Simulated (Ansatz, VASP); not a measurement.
MgO in VASP and in Ansatz

INCAR

```
  PREC = Accurate
  ENCUT = 520
  EDIFF = 1E-6
  ISMEAR = 0
  SIGMA = 0.05
  LREAL = F
  LASPH = T
  NELM = 100
  ALGO = Normal
  ISIF = 2
  LWAVE = F
  LCHARG = F
  GGA = PS
  NBANDS = 11
```

Contents of KPOINTS:

```
Automatic mesh
0
Gamma
  10 10 10
```

File POSCAR:

```
MgO
1.0
    0.0667234375      2.1351500000      2.1351500000
    2.1351500000      0.0667234375      2.1351500000
    2.2018734375      2.2018734375      0.0000000000
Mg O
1 1
Direct
    0.0000000000      0.0000000000      0.0000000000
    0.5000000000      0.5000000000      0.5000000000
```

Input for Ansatz:

```yaml
crystal:
  lattice:
    - [0.0667234375, 2.13515, 2.13515]
    - [2.13515, 0.0667234375, 2.13515]
    - [2.2018734375, 2.2018734375, 0.0]
  atoms:
    - { symbol: Mg, position: [0.0, 0.0, 0.0] }
    - { symbol: O, position: [0.5, 0.5, 0.5] }
basis:
  ecutwfc: 420
kpoints:
  mp_grid: { grid: [10, 10, 10] }
hamiltonian:
  xc: pbesol
scf:
  occupations: { method: gaussian, width: 0.05 }
output:
  forces: true
  stress: true
  eigenvalues: true
```

Change from the starting cell: strain +0.0625 x Voigt [0, 0, 0, 0, 0, 1], atoms carried along.

Alike in both runs: task single point; functional PBEsol; k mesh 10 × 10 × 10; occupations gaussian, width 0.05 eV; no spin polarisation.

|  | VASP | Ansatz |
| --- | --- | --- |
| version | VASP 6.6.1 | Ansatz 0.2.0 |
| potentials or method | VASP PAW PBE potentials, release 64 (Mg, O), cutoff 520 eV | scalar-relativistic, plane waves, PAW |
| valence electrons in the cell | 8 | 16 |

|  | VASP | Ansatz | Ansatz less VASP |
| --- | --- | --- | --- |
| gap on the k mesh at the Fermi level (eV) | 3.97 | 3.97 | +0.003 |
| least direct gap on the mesh (eV) | 3.97 | 3.97 | +0.003 |
| pressure (GPa) | -6.2 | -5.6 | +0.57 |
| traceless stress, the component that is largest in VASP (GPa) | -8.73 | -8.67 | +0.062 |

VASP's potentials were made for PBE, not for PBEsol. With one functional, cell and mesh, what is left measures potentials, basis and numerics. VASP's potentials hold 8 valence electrons a cell and Ansatz's 16, so a difference there can come from the potentials and not from the codes.
